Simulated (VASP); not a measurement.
# Ge (P6_3/mmc) in VASP: a series of runs, part 2 of 2

VASP 6.6.1. The steps go on from the part before.

## (3) Single point, PBEsol (strain -0.015 along x and y, -0.030 along z)

INCAR

```
PREC = Accurate ; ENCUT = 520
EDIFF = 1E-6 ; ISMEAR = 0
SIGMA = 0.15 ; LREAL = F
LASPH = T ; NELM = 80
ALGO = Normal ; ISIF = 2
LWAVE = F ; LCHARG = T
GGA = PS ; LELF = T
LVHAR = T ; NBANDS = 36
```

KPOINTS

```
regular mesh
0
Gamma
  12 12 8
```

POSCAR

```
Ge
1.0
    3.9370133462      0.0000000000      0.0000000000
   -1.9685066731      3.4095535729      0.0000000000
    0.0000000000      0.0000000000      6.3984741790
Ge
4
Direct
    0.6666666667      0.3333333333      0.0629118565
    0.3333333333      0.6666666667      0.5629118565
    0.6666666667      0.3333333333      0.4370881435
    0.3333333333      0.6666666667      0.9370881435
```

Potentials or basis: VASP PAW PBE potentials, release 64 (Ge_d).

Launch:

```sh
$ cat potpaw_PBE.64/Ge_d/POTCAR > POTCAR
$ mpirun -np 1 vasp_std > vasp.out
```

OUTCAR:

```text
PREC = Accurate
   ENCUT = 520
   EDIFF = 1E-6
   ISMEAR = 0
   LREAL = F
   LASPH = T
   NELM = 80
   ISIF = 2
   GGA = PS

 ion  position               nearest neighbor table
   1  0.667  0.333  0.063-   3 2.39   4 2.41   4 2.41   4 2.41
   2  0.333  0.667  0.563-   4 2.39   3 2.41   3 2.41   3 2.41
   3  0.667  0.333  0.437-   1 2.39   2 2.41   2 2.41   2 2.41
   4  0.333  0.667  0.937-   2 2.39   1 2.41   1 2.41   1 2.41

  LATTYP: Found a hexagonal cell.
 ALAT       =     3.9370133462
[... 1129 lines left out ...]
     35      12.5162      0.00000
     36      13.2630      0.00000

 [... further k-points ...]
[... 5 lines left out ...]
  --------------------------------------------------------------------------------------
  -------------------------------------------------------------------------------------
  Total        1.9078135      1.9078135      3.6945141      0.0000000      0.0000000      0.0000000
  in kB       35.5881709     35.5881709     68.9171145      0.0000000      0.0000000      0.0000000
  external PRESSURE =      46.6978188 kB  Pullay stress =       0.0000000 kB

 VOLUME and BASIS-vectors are now :
 -----------------------------------------------------------------------------
  energy-cutoff  :      520.00
  volume of cell :       85.89
      direct lattice vectors                 reciprocal lattice vectors
     3.937013346  0.000000000  0.000000000     0.253999647  0.146646765  0.000000000
    -1.968506673  3.409553573  0.000000000     0.000000000  0.293293529  0.000000000
     0.000000000  0.000000000  6.398474179     0.000000000  0.000000000  0.156287260

 POSITION                                       TOTAL-FORCE (eV/Angst)
 -----------------------------------------------------------------------------------
      1.96851      1.13652      0.40254        -0.000000      0.000000     -0.172944
     -0.00000      2.27304      3.60178         0.000000     -0.000000     -0.172944
      1.96851      1.13652      2.79670         0.000000      0.000000      0.172944
     -0.00000      2.27304      5.99593        -0.000000      0.000000      0.172944
 -----------------------------------------------------------------------------------
    total drift:                               -0.000000      0.000000      0.000000

  FREE ENERGIE OF THE ION-ELECTRON SYSTEM (eV)
  ---------------------------------------------------
  free  energy   TOTEN  =       -19.6026046427 eV

  energy  without entropy=      -19.6013999316  energy(sigma->0) =      -19.60200229
```

OSZICAR:

```text
N       E                     dE             d eps       ncg     rms          rms(c)
DAV:   1     0.487070001857E+03    0.48707E+03   -0.28223E+04  8084   0.435E+03
DAV:   2     0.650996545820E+02   -0.42197E+03   -0.41037E+03  6840   0.800E+02
DAV:   3    -0.154053641263E+02   -0.80505E+02   -0.79234E+02  7348   0.207E+02
DAV:   4    -0.198714976086E+02   -0.44661E+01   -0.44475E+01  8132   0.570E+01
DAV:   5    -0.199596270897E+02   -0.88129E-01   -0.88096E-01  7648   0.890E+00    0.498E+00
DAV:   6    -0.197156051875E+02    0.24402E+00   -0.10766E-01  7848   0.278E+00    0.282E+00
DAV:   7    -0.195996623061E+02    0.11594E+00   -0.16053E-01  7348   0.280E+00    0.213E-01
DAV:   8    -0.196020966881E+02   -0.24344E-02   -0.16385E-02  7692   0.125E+00    0.106E-01
DAV:   9    -0.196025923117E+02   -0.49562E-03   -0.50631E-04  7904   0.141E-01    0.218E-02
DAV:  10    -0.196025983248E+02   -0.60130E-05   -0.73671E-05  9068   0.126E-01    0.963E-03
DAV:  11    -0.196026039626E+02   -0.56378E-05   -0.72980E-06  6248   0.165E-02    0.247E-03
DAV:  12    -0.196026046427E+02   -0.68019E-06   -0.10501E-06  5496   0.799E-03
   1 F= -.19602605E+02 E0= -.19602002E+02  d E =-.120471E-02
```

Wall time 5.7 min (1 thread of AMD EPYC 7R13, shared host); peak memory 0.3 GiB.

Results:

```yaml
Free_energy: -19.6026 eV
Pressure: 4.7 GPa
Largest_force: 0.173 eV/Å
Band_gap_on_the_k_mesh: zero (band 28 reaches 5.59 eV, above the bottom of band 29 at 5.46 eV)
```

Forces on the atoms (eV/Å):
```
Ge   0.000  0.000 -0.173
Ge   0.000  0.000 -0.173
Ge   0.000  0.000  0.173
Ge   0.000  0.000  0.173
```

Caveat: the cell differs from its parent crystal (strain -0.015 along x and y, -0.030 along z); the PAW data sets were made with another functional, which shifts forces and pressure a little.

## (4) Single point, PBEsol (strain -0.030 along x and y, +0.015 along z)

INCAR

```
PREC     = Accurate       # precision mode
ENCUT    = 520            # plane-wave cutoff, eV
EDIFF    = 1E-6           # SCF threshold, eV
ISMEAR   = 0              # smearing method
SIGMA    = 0.15           # smearing width, eV
LREAL    = False          # projectors in reciprocal space
LASPH    = True           # aspherical terms in the spheres
NELM     = 80             # most SCF steps
ALGO     = Normal         # electronic algorithm
ISIF     = 2              # what is computed and relaxed
LWAVE    = False          # write WAVECAR
LCHARG   = False          # write CHGCAR
GGA      = PS             # functional
NBANDS   = 36             # bands
```

KPOINTS is that of step 3.

POSCAR

```
Ge
1.0
    3.8770588283      0.0000000000      0.0000000000
   -1.9385294141      3.3576314372      0.0000000000
    0.0000000000      0.0000000000      6.6953106100
Ge
4
Direct
    0.6666666667      0.3333333333      0.0629118565
    0.3333333333      0.6666666667      0.5629118565
    0.6666666667      0.3333333333      0.4370881435
    0.3333333333      0.6666666667      0.9370881435
```

Launch:

```sh
$ cat potpaw_PBE.64/Ge_d/POTCAR > POTCAR
$ mpirun -np 1 vasp_std > vasp.out
```

It took 6.5 min on 1 thread of AMD EPYC 7R13, shared host; peak memory 0.31 GiB.

It converged, with:

* Free energy: -19.5726 eV
* Pressure: 3.6 GPa
* Largest force: 0.457 eV/Å
* Band gap on the k mesh: zero (band 28 reaches 5.44 eV, above the bottom of band 29 at 5.42 eV)

Forces on the atoms (eV/Å):
```
Ge   0.000  0.000  0.457
Ge   0.000  0.000  0.457
Ge   0.000  0.000 -0.457
Ge   0.000  0.000 -0.457
```

Stress tensor (GPa, compression positive):
```
 6.42  0.00  0.00
 0.00  6.42  0.00
 0.00  0.00 -2.14
```

Levels at points of the mesh, in eV from the Fermi level:
```csv
k point,band 26,band 27,band 28,band 29,band 30,band 31
"(0.00, 0.00, 0.00)",-0.33,0.04,0.07,0.07,0.37,2.44
"(0.50, 0.00, 0.00)",-3.16,-3.02,-1.68,0.54,1.52,3.31
"(0.00, 0.00, 0.50)",-0.81,-0.81,-0.81,1.06,1.06,3.46
"(0.50, 0.00, 0.50)",-2.88,-2.55,-2.55,0.35,0.35,1.86
```

Caveat: the cell differs from its parent crystal (strain -0.030 along x and y, +0.015 along z); the PAW data sets were made with another functional, which shifts forces and pressure a little.

## (5) Summary

```csv
cell,gap on the mesh (eV),pressure (GPa),largest force (eV/Å)
"a = 3.877, b = 3.877, c = 6.596 Å, angles 90.0, 90.0, 120.0°, 4 atoms",-,4.8,0.35
"a = 3.937, b = 3.937, c = 6.398 Å, angles 90.0, 90.0, 120.0°, 4 atoms",none,4.7,0.17
"a = 3.877, b = 3.877, c = 6.695 Å, angles 90.0, 90.0, 120.0°, 4 atoms",none,3.6,0.46
```

Alike in all rows: task single point; level PBEsol; potentials or basis VASP PAW PBE potentials, release 64 (Ge_d); no spin polarisation; k mesh 12 × 12 × 8; cutoff (eV) 520; smearing gaussian 0.15 eV.

Caveats: the PAW data sets were made with another functional, which shifts forces and pressure a little.

Absolute energies hang on the potentials; compare differences alone.
